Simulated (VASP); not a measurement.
# Ti3CN3 in VASP: further runs

Runs on Ti3CN3. Level: PBE. Tasks: relaxation of the atoms.

Everything below comes from runs of VASP 6.6.1. Logs are shortened: lines on timing, memory, paths and dates and some standing lists are left out, and cuts for length are marked.

**1. The cell of the first run**

The cell holds a slab with vacuum, 7 atoms: a = 3.003 Å, b = 3.003 Å, c = 21.554 Å, α = 90.00°, β = 90.00°, γ = 120.00°.

**2. Relaxation of the atoms, PBE**

INCAR reads:

```
SYSTEM = Ti3CN3
PREC     = Accurate       ! precision mode
ENCUT    = 520            ! plane-wave cutoff, eV
EDIFF    = 1E-6           ! SCF threshold, eV
ISMEAR   = 0              ! smearing method
SIGMA    = 0.1            ! smearing width, eV
LREAL    = .FALSE.        ! projectors in reciprocal space
LASPH    = .TRUE.         ! aspherical terms in the spheres
NELM     = 80             ! most SCF steps
ALGO     = Normal         ! electronic algorithm
ISIF     = 2              ! what is computed and relaxed
LWAVE    = .FALSE.        ! write WAVECAR
LCHARG   = .FALSE.        ! write CHGCAR
LDIPOL   = .TRUE.       
IDIPOL   = 3            
DIPOL    = 0.5 0.5 0.363
GGA      = PE             ! functional
IBRION   = 2              ! ionic algorithm
NSW      = 36             ! ionic steps
EDIFFG   = -0.025         ! ionic threshold
```

KPOINTS reads:

```
Automatic mesh
0
G
  9 9 1
  0 0 0
```

POSCAR reads:

```
Ti3CN3
1.0
    3.0028555065      0.0000000000      0.0000000000
   -1.5014277533      2.6005491526      0.0000000000
    0.0000000000      0.0000000000     21.5541471875
N Ti C
3 3 1
Selective dynamics
Direct
    0.3333333333      0.6666666667      0.1855791354  F F F
    0.0000000000      0.0000000000      0.2993308526  F F F
    0.6666666667      0.3333333333      0.4147299349  F F F
    0.6666666667      0.3333333333      0.2424549940  F F F
    0.3333333333      0.6666666667      0.3575097833  F F F
    0.0000000000      0.0000000000      0.4664599856  F F F
    0.0000000000      0.0000000000      0.5759516755  F F T
```

Potentials or basis: VASP PAW PBE potentials, release 64 (N, Ti_sv, C).

Command:

```console
$ cat potpaw_PBE.64/N/POTCAR potpaw_PBE.64/Ti_sv/POTCAR potpaw_PBE.64/C/POTCAR > POTCAR
$ mpirun -np 1 vasp_std > vasp.out
```

OUTCAR:

```text
SYSTEM = Ti3CN3
   PREC = Accurate
   ENCUT = 520
   EDIFF = 1E-6
   ISMEAR = 0
   LREAL = .FALSE.
   LASPH = .TRUE.
   NELM = 80
   ISIF = 2
   GGA = PE
   IBRION = 2
   NSW = 36
   EDIFFG = -0.025

 ion  position               nearest neighbor table
   1  0.333  0.667  0.186-   4 2.12   4 2.12   4 2.12
   2  0.000  0.000  0.299-   4 2.12   4 2.12   4 2.12   5 2.14   5 2.14   5 2.14
   3  0.667  0.333  0.415-   6 2.06   6 2.06   6 2.06   5 2.13   5 2.13   5 2.13
   4  0.667  0.333  0.242-   1 2.12   2 2.12   1 2.12   2 2.12   2 2.12   1 2.12
   5  0.333  0.667  0.358-   3 2.13   3 2.13   3 2.13   2 2.14   2 2.14   2 2.14   6 2.92   6 2.92
                             6 2.92
   6  0.000  0.000  0.466-   3 2.06   3 2.06   3 2.06   7 2.36   5 2.92   5 2.92   5 2.92
   7  0.000  0.000  0.576-   6 2.36

  LATTYP: Found a hexagonal cell.
 ALAT       =     3.0028555065
 C/A-ratio  =     7.1778835648

  Lattice vectors:

 A1 = (   3.0028555065,   0.0000000000,   0.0000000000)
 A2 = (  -1.5014277533,   2.6005491526,   0.0000000000)
 A3 = (   0.0000000000,   0.0000000000,  21.5541471875)

Analysis of symmetry for initial positions (statically):
=====================================================================
 Subroutine PRICEL returns:
 Original cell was already a primitive cell.

 Routine SETGRP: Setting up the symmetry group for a
 hexagonal supercell.

 Subroutine GETGRP returns: Found  6 space group operations
 (whereof  6 operations were pure point group operations)
 out of a pool of 24 trial point group operations.

The static configuration has the point symmetry C_3v.

Analysis of symmetry for dynamics (positions and initial velocities):
=====================================================================
 Subroutine PRICEL returns:
 Original cell was already a primitive cell.

 Routine SETGRP: Setting up the symmetry group for a
 hexagonal supercell.

 Subroutine GETGRP returns: Found  6 space group operations
 (whereof  6 operations were pure point group operations)
 out of a pool of 24 trial point group operations.

The dynamic configuration has the point symmetry C_3v.

Analysis of constrained symmetry for selective dynamics:
=====================================================================
 Subroutine PRICEL returns:
 Original cell was already a primitive cell.

 Routine SETGRP: Setting up the symmetry group for a
 hexagonal supercell.

 Subroutine GETGRP returns: Found  6 space group operations
 (whereof  6 operations were pure point group operations)
 out of a pool of 24 trial point group operations.

The constrained configuration has the point symmetry C_3v.

 Subroutine INISYM returns: Found  6 space group operations
 (whereof  6 operations are pure point group operations),
 and found     1 'primitive' translations

----------------------------------------------------------------------------------------

                                     Primitive cell

  volume of cell :     168.3179

  direct lattice vectors                    reciprocal lattice vectors
     3.002855506  0.000000000  0.000000000     0.333016357  0.192267083  0.000000000
    -1.501427753  2.600549153  0.000000000     0.000000000  0.384534166  0.000000000
     0.000000000  0.000000000 21.554147187     0.000000000  0.000000000  0.046394784

  length of vectors
     3.002855506  3.002855507 21.554147187     0.384534166  0.384534166  0.046394784

  position of ions in fractional coordinates (direct lattice)
     0.333333333  0.666666667  0.185579135
     0.000000000  0.000000000  0.299330853
     0.666666667  0.333333333  0.414729935
     0.666666667  0.333333333  0.242454994
     0.333333333  0.666666667  0.357509783
     0.000000000  0.000000000  0.466459986
     0.000000000  0.000000000  0.575951676

  ion indices of the primitive-cell ions
   primitive index   ion index
                 1           1
                 2           2
                 3           3
                 4           4
                 5           5
                 6           6
                 7           7

----------------------------------------------------------------------------------------
[... 33 lines left out ...]
  0.222222  0.111111  0.000000     12.000000
  0.333333  0.111111  0.000000     12.000000
  0.444444  0.111111  0.000000      6.000000
  0.222222  0.222222  0.000000      6.000000
  0.333333  0.222222  0.000000     12.000000
  0.333333  0.333333  0.000000      2.000000
   k-points           NKPTS =     12   k-points in BZ     NKDIM =     12   number of bands    NBANDS=     33
   number of dos      NEDOS =    301   number of ions     NIONS =      7
   total plane-waves  NPLWV =  92160
   dimension x,y,z NGX =    24 NGY =   24 NGZ =  160
   dimension x,y,z NGXF=    48 NGYF=   48 NGZF=  320
   ions per type =               3   3   1
   NGX,Y,Z   is equivalent  to a cutoff of  13.29, 13.29, 12.34 a.u.
   NGXF,Y,Z  is equivalent  to a cutoff of  26.57, 26.57, 24.68 a.u.
 SYSTEM =  Ti3CN3
   PREC   = accura    normal or accurate (medium, high low for compatibility)
   ISTART =      0    job   : 0-new  1-cont  2-samecut
   ICHARG =      2    charge: 1-file 2-atom 10-const
   ISPIN  =      1    spin polarized calculation?
   LNONCOLLINEAR =      F non collinear calculations
   LSORBIT =      F    spin-orbit coupling
   LASPH  =      T    aspherical Exc in radial PAW
   ENCUT  =  520.0 eV  38.22 Ry    6.18 a.u.   5.58  5.58 40.08*2*pi/ulx,y,z
   NELM   =     80;   NELMIN=  2; NELMDL= -5     # of ELM steps
   EDIFF  = 0.1E-05   stopping-criterion for ELM
   LREAL  =      F    real-space projection
   EDIFFG = -.3E-01   stopping-criterion for IOM
   NSW    =     36    number of steps for IOM
   IBRION =      2    ionic relax: 0-MD 1-quasi-New 2-CG
   NFREE  =      1    steps in history (QN), initial steepest desc. (CG)
   ISIF   =      2    stress and relaxation
   ISYM   =      2    0-nonsym 1-usesym 2-fastsym
   POTIM  = 0.5000    time-step for ionic-motion
   TEBEG  =    0.0;   TEEND  =   0.0 temperature during run
   PSTRESS=    0.0 pullay stress
   NELECT =      55.0000    total number of electrons
   NUPDOWN=      -1.0000    fix difference up-down
   EMIN   =  10.00;   EMAX   =-10.00  energy-range for DOS
   EFERMI =   0.00;   METHOD = LEGACY
   ISMEAR =     0;   SIGMA  =   0.10  broadening in eV -4-tet -1-fermi 0-gaus
   EFERMI_NEDOS =   21; number of points for ismear=-14 and -15
   IALGO  =     38    algorithm
   IMIX   =      4    mixing-type and parameters
     AMIX     =   0.40;   BMIX     =  1.00
     AMIX_MAG =   1.60;   BMIX_MAG =  1.00
  volume/ion in A,a.u.               =      24.05       162.27
  Fermi-wavevector in a.u.,A,eV,Ry     =   1.127593  2.130841 17.299337  1.271465
  Thomas-Fermi vector in A             =   2.264279
   LORBIT       =      0    0 simple, 1 ext, 2 COOP (PROOUT), +10 PAW based schemes
   GGA     = PE    functional components
   LHFCALC =     F    Hartree Fock is set to
   AEXX    =    0.0000 exact exchange contribution
   IVDW    =     0    specifies the selected vdW correction
   LEPSILON=     F    determine dielectric tensor
   LRPA    =     F    only Hartree local field effects (RPA)
 conjugate gradient relaxation of ions
 non-spin polarized calculation
 Gauss-broadening in eV      SIGMA  =   0.10
  energy-cutoff  :      520.00
  volume of cell :      168.32
 maximum number of plane-waves:      4581
 NGX is ok and might be reduce to    24
   NGX = 11   NGY = 11   NGZ = 81

--------------------------------------- Ionic step        1  -------------------------------------------

 number of electron      55.0000014 magnetization

 Free energy of the ion-electron system (eV)
  ---------------------------------------------------
  ext. energy  EPLUGINS =         0.00000000
  ---------------------------------------------------
  free energy    TOTEN  =       -58.73595279 eV

  energy without entropy =      -58.70795470  energy(sigma->0) =      -58.72195375

------------------------ aborting loop because EDIFF is reached ----------------------------------------

  FORCE on cell =-STRESS in cart. coord.  units (eV):
  Direction    XX          YY          ZZ          XY          YZ          ZX
  --------------------------------------------------------------------------------------
  -------------------------------------------------------------------------------------
  Total       -2.6752901     -2.6752901     -8.7502531      0.0000000      0.0000000      0.0000000
  in kB      -25.4654357    -25.4654357    -83.2915320      0.0000000      0.0000000      0.0000000
  external PRESSURE =     -44.7408011 kB  Pullay stress =       0.0000000 kB
[... 145 lines left out ...]
  FREE ENERGIE OF THE ION-ELECTRON SYSTEM (eV)
  ---------------------------------------------------
  free  energy   TOTEN  =       -59.3193397523 eV

  energy  without entropy=      -59.2851067428  energy(sigma->0) =      -59.30222325

 dipolmoment           0.000000      0.000000      0.033089 electrons x Angstroem

--------------------------------------- Ionic step        5  -------------------------------------------

 number of electron      55.0000014 magnetization

------------------------ aborting loop because EDIFF is reached ----------------------------------------
[... 77 lines left out ...]
--------------------------------------- Ionic step        7  -------------------------------------------

 number of electron      55.0000014 magnetization

 dipolmoment           0.000000      0.000000     -0.036543 electrons x Angstroem

 Free energy of the ion-electron system (eV)
  ---------------------------------------------------
  ext. energy  EPLUGINS =         0.00000000
  ---------------------------------------------------
  free energy    TOTEN  =       -59.32840773 eV

  energy without entropy =      -59.29367641  energy(sigma->0) =      -59.31104207

 E-fermi :  -0.7844     XC(G=0):  -6.0493

 val. band max:       -0.7850365389   @ k =   0.1111   0.0000   0.0000
 cond. band min:      -0.7841226098   @ k =   0.2222   0.0000   0.0000
 fundamental gap:      0.0009139291
 Fermi energy:        -0.7844322654

 k-point     1 :       0.0000    0.0000    0.0000
  band No.  band energies     occupation
      1     -58.4187      2.00000
      2     -57.5399      2.00000
      3     -57.3812      2.00000
      4     -34.8106      2.00000
      5     -34.4816      2.00000
      6     -34.4816      2.00000
[... 421 lines left out ...]
     32       1.0318      0.00000
     33       1.7104      0.00000

------------------------ aborting loop because EDIFF is reached ----------------------------------------

 vacuum level on the upper side and lower side of the slab       (xc-potential included)        -0.646         0.219

  FORCE on cell =-STRESS in cart. coord.  units (eV):
  Direction    XX          YY          ZZ          XY          YZ          ZX
  --------------------------------------------------------------------------------------
  -------------------------------------------------------------------------------------
  Total       -1.7543267     -1.7543267     -3.2701958      0.0000000     -0.0000000     -0.0000000
  in kB      -16.6990093    -16.6990093    -31.1281991      0.0000000     -0.0000000     -0.0000000
  external PRESSURE =     -21.5087393 kB  Pullay stress =       0.0000000 kB
[... 22 lines left out ...]
  FREE ENERGIE OF THE ION-ELECTRON SYSTEM (eV)
  ---------------------------------------------------
  free  energy   TOTEN  =       -59.3284077264 eV

  energy  without entropy=      -59.2936764097  energy(sigma->0) =      -59.31104207

 reached required accuracy - stopping structural energy minimisation

 vacuum level on the upper side and lower side of the slab         6.310         7.193
```

Run time: 8.6 min. Hardware: 1 thread of AMD EPYC 7R13 (Zen 3), shared host; peak memory 0.3 GiB.

What came out:

- Free energy: -59.3284 eV
- Energy gained by relaxing: 84.6 meV/atom
- Ionic steps: 7
- Band gap on the k mesh: zero (an odd number of electrons rules out a gap without spin polarisation)

Step by step:
```tsv
step	energy change (eV)	largest force on free atoms (eV/Å)	pressure (GPa)
1	0.0000	2.3072	-4.47
2	-0.2455	2.0655	-4.08
3	-0.5694	0.8308	-1.52
4	-0.5834	0.4612	-2.53
5	-0.5923	0.0556	-2.20
6	-0.5924	0.0434	-2.12
7	-0.5925	0.0038	-2.15
```

Final structure:
```cif
data_structure
_symmetry_space_group_name_H-M 'P 1'
_symmetry_Int_Tables_number 1
_cell_length_a 3.0029
_cell_length_b 3.0029
_cell_length_c 21.5541
_cell_angle_alpha 90.000
_cell_angle_beta 90.000
_cell_angle_gamma 120.000
_cell_volume 168.32
loop_
_atom_site_label
_atom_site_type_symbol
_atom_site_fract_x
_atom_site_fract_y
_atom_site_fract_z
_atom_site_occupancy
N1 N 0.33333 0.66667 0.18558 1
N2 N 0.00000 0.00000 0.29933 1
N3 N 0.66667 0.33333 0.41473 1
Ti1 Ti 0.66667 0.33333 0.24246 1
Ti2 Ti 0.33333 0.66667 0.35751 1
Ti3 Ti 0.00000 0.00000 0.46646 1
C1 C 0.00000 0.00000 0.55794 1
```

Levels at points of the mesh, in eV from the Fermi level:
| k point | band 23 | band 24 | band 25 | band 26 | band 27 | band 28 | band 29 | band 30 | band 31 | band 32 |
| --- | --- | --- | --- | --- | --- | --- | --- | --- | --- | --- |
| (0.00, 0.00, 0.00) | -1.21 | -1.16 | -0.31 | -0.31 | 0.26 | 0.26 | 0.49 | 1.40 | 1.40 | 1.77 |

**3. Relaxation of the atoms, PBE**

INCAR reads:

```
SYSTEM = Ti3CN3
ALGO     = Normal         ! electronic algorithm
DIPOL    = 0.5 0.5 0.355
EDIFF    = 1E-7           ! SCF threshold, eV
EDIFFG   = -0.025         ! ionic threshold
ENCUT    = 520            ! plane-wave cutoff, eV
GGA      = PE             ! functional
GGA_COMPAT= .False.      
IBRION   = 2              ! ionic algorithm
IDIPOL   = 3            
ISIF     = 2              ! what is computed and relaxed
ISMEAR   = 0              ! smearing method
LASPH    = .True.         ! aspherical terms in the spheres
LCHARG   = .False.        ! write CHGCAR
LDIPOL   = .True.       
LREAL    = .False.        ! projectors in reciprocal space
LWAVE    = .False.        ! write WAVECAR
NELM     = 120            ! most SCF steps
NELMDL   = -8           
NELMIN   = 4            
NSW      = 36             ! ionic steps
PREC     = Accurate       ! precision mode
SIGMA    = 0.1            ! smearing width, eV
```

KPOINTS reads:

```
k-points
0
Gamma
  9 9 1
  0 0 0
```

POSCAR: that of step 2 with these lines changed.

```diff
@@ -15,2 +15,2 @@
     0.0000000000      0.0000000000      0.4664599856  F F F
-    0.0000000000      0.0000000000      0.5759516755  F F T
+    0.3333333333      0.6666666667      0.5184221436  F F T
```

Potentials or basis: VASP PAW PBE potentials, release 64 (N, Ti_sv, C).

Command:

```console
$ cat potpaw_PBE.64/N/POTCAR potpaw_PBE.64/Ti_sv/POTCAR potpaw_PBE.64/C/POTCAR > POTCAR
$ mpirun -np 1 vasp_std > vasp.out
```

OUTCAR:

```text
SYSTEM = Ti3CN3
   EDIFF = 1E-7
   EDIFFG = -0.025
   ENCUT = 520
   GGA = PE
   IBRION = 2
   ISIF = 2
   ISMEAR = 0
   LASPH = .True.
   LREAL = .False.
   NELM = 120
   NELMDL = -8
   NELMIN = 4
   NSW = 36
   PREC = Accurate

 ion  position               nearest neighbor table
   1  0.333  0.667  0.186-   4 2.12   4 2.12   4 2.12
   2  0.000  0.000  0.299-   4 2.12   4 2.12   4 2.12   5 2.14   5 2.14   5 2.14
   3  0.667  0.333  0.415-   6 2.06   6 2.06   6 2.06   5 2.13   5 2.13   5 2.13
   4  0.667  0.333  0.242-   1 2.12   2 2.12   1 2.12   2 2.12   2 2.12   1 2.12
   5  0.333  0.667  0.358-   3 2.13   3 2.13   3 2.13   2 2.14   2 2.14   2 2.14   6 2.92   6 2.92
                             6 2.92
   6  0.000  0.000  0.466-   3 2.06   3 2.06   3 2.06   7 2.06   7 2.06   7 2.06   5 2.92   5 2.92
                             5 2.92
[... 295 lines left out ...]
 E-fermi :  -0.8144     XC(G=0):  -5.7744

 val. band max:       -0.8249085331   @ k =   0.2222   0.2222   0.0000
 cond. band min:      -0.8006008265   @ k =   0.4444   0.0000   0.0000
 fundamental gap:      0.0243077066
 Fermi energy:        -0.8143593813

 k-point     1 :       0.0000    0.0000    0.0000
  band No.  band energies     occupation
      1     -58.4721      2.00000
      2     -57.4357      2.00000
      3     -57.0702      2.00000
      4     -34.8677      2.00000
      5     -34.5215      2.00000
      6     -34.5215      2.00000
[... 421 lines left out ...]
     32       1.9775      0.00000
     33       2.0262      0.00000

------------------------ aborting loop because EDIFF is reached ----------------------------------------

 vacuum level on the upper side and lower side of the slab       (xc-potential included)        -0.677         0.660

  FORCE on cell =-STRESS in cart. coord.  units (eV):
  Direction    XX          YY          ZZ          XY          YZ          ZX
  --------------------------------------------------------------------------------------
  -------------------------------------------------------------------------------------
  Total        0.8235583      0.8235583     -1.3066969     -0.0000000      0.0000000     -0.0000000
  in kB        7.8392516      7.8392516    -12.4381303     -0.0000000      0.0000000     -0.0000000
  external PRESSURE =       1.0801243 kB  Pullay stress =       0.0000000 kB
[... 22 lines left out ...]
  FREE ENERGIE OF THE ION-ELECTRON SYSTEM (eV)
  ---------------------------------------------------
  free  energy   TOTEN  =       -61.0895030557 eV

  energy  without entropy=      -61.0543147442  energy(sigma->0) =      -61.07190890

 reached required accuracy - stopping structural energy minimisation

 vacuum level on the upper side and lower side of the slab         5.906         7.277
```

CONTCAR:

```text
Ti3CN3
   1.00000000000000
     3.0028555065000000    0.0000000000000000    0.0000000000000000
    -1.5014277533000000    2.6005491526000002    0.0000000000000000
     0.0000000000000000    0.0000000000000000   21.5541471874999999
  N               Ti              C
     3     3     1
Selective dynamics
Direct
     0.3333333332999970    0.6666666667000030    0.1855791353999976   F   F   F
     0.0000000000000000    0.0000000000000000    0.2993308526000007   F   F   F
     0.6666666667000030    0.3333333332999970    0.4147299349000022   F   F   F
     0.6666666667000030    0.3333333332999970    0.2424549939999991   F   F   F
     0.3333333332999970    0.6666666667000030    0.3575097833000029   F   F   F
     0.0000000000000000    0.0000000000000000    0.4664599855999967   F   F   F
     0.3333333332999970    0.6666666667000030    0.5194222612666572   F   F   T

  0.00000000E+00  0.00000000E+00  0.00000000E+00
  0.00000000E+00  0.00000000E+00  0.00000000E+00
  0.00000000E+00  0.00000000E+00  0.00000000E+00
  0.00000000E+00  0.00000000E+00  0.00000000E+00
  0.00000000E+00  0.00000000E+00  0.00000000E+00
  0.00000000E+00  0.00000000E+00  0.00000000E+00
  0.00000000E+00  0.00000000E+00  0.00000000E+00
```

Run time: 5.3 min. Hardware: 1 thread of AMD EPYC 7R13 (Zen 3), shared host; peak memory 0.3 GiB.

Results:

* Free energy: -61.0895 eV
* Energy gained by relaxing: 0.3 meV/atom
* Ionic steps: 3
* Band gap on the k mesh: zero (an odd number of electrons rules out a gap without spin polarisation)

The path:
```
step  energy change (eV)  largest force on free atoms (eV/Å)  pressure (GPa)
   1              0.0000                              0.2243            0.37
   2             -0.0018                              0.1089            0.24
   3             -0.0024                              0.0033            0.11
```

Final structure:
```xyz
7
Lattice="3.0029 0.0000 0.0000 -1.5014 2.6005 0.0000 0.0000 0.0000 21.5541" Properties=species:S:1:pos:R:3 pbc="T T T"
N     0.0000    1.7337    4.0000
N     0.0000    0.0000    6.4518
N     1.5014    0.8668    8.9391
Ti    1.5014    0.8668    5.2259
Ti    0.0000    1.7337    7.7058
Ti    0.0000    0.0000   10.0541
C     0.0000    1.7337   11.1957
```

Levels at points of the mesh, in eV from the Fermi level:
| k point | band 24 | band 25 | band 26 | band 27 | band 28 | band 29 | band 30 | band 31 |
| --- | --- | --- | --- | --- | --- | --- | --- | --- |
| (0.00, 0.00, 0.00) | -0.52 | -0.52 | -0.31 | 0.35 | 0.35 | 0.62 | 0.62 | 0.87 |
